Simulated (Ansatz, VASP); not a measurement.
## Na3Nb2O in VASP and in Ansatz

```
CELL_PARAMETERS angstrom
3.14037 0.00000 0.00000
0.00000 3.14037 0.00000
0.00000 0.00000 11.71186
ATOMIC_POSITIONS crystal
Na 0.50000 0.00000 0.96930
Na 0.00000 0.50000 0.96930
Na 0.00000 0.00000 0.42899
Nb 0.50000 0.50000 0.21259
Nb 0.00000 0.00000 0.72241
O 0.50000 0.50000 0.69741
```

Change from the starting cell: species swapped into the Zr2P3S type (P4mm, No. 99).

Alike in both runs: functional PBE; k mesh 12 × 12 × 4; occupations gaussian, width 0.1 eV; no spin polarisation.

Ansatz relaxed the structure, and its values are those at the end. VASP's run is a single point on that final structure, the one shown.

|  | VASP | Ansatz |
| --- | --- | --- |
| version | VASP 6.6.1 | Ansatz 0.2.0 |
| potentials or method | VASP PAW PBE potentials, release 64 (Na_pv, Nb_sv, O), cutoff 520 eV | scalar-relativistic, plane waves, PAW |
| valence electrons in the cell | 53 | 59 |

|  | VASP | Ansatz | Ansatz less VASP |
| --- | --- | --- | --- |
| gap on the k mesh at the Fermi level (eV) | none | none | - |
| pressure (GPa) | 0.0 | 0.0 | +0.04 |
| rms of the force components (eV/Å) | 0.003 | 0.000 | -0.0032 |

A gap of «none» marks a metal or a gap that the smearing closes. VASP's potentials hold 53 valence electrons a cell and Ansatz's 59, so a difference there can come from the potentials and not from the codes.
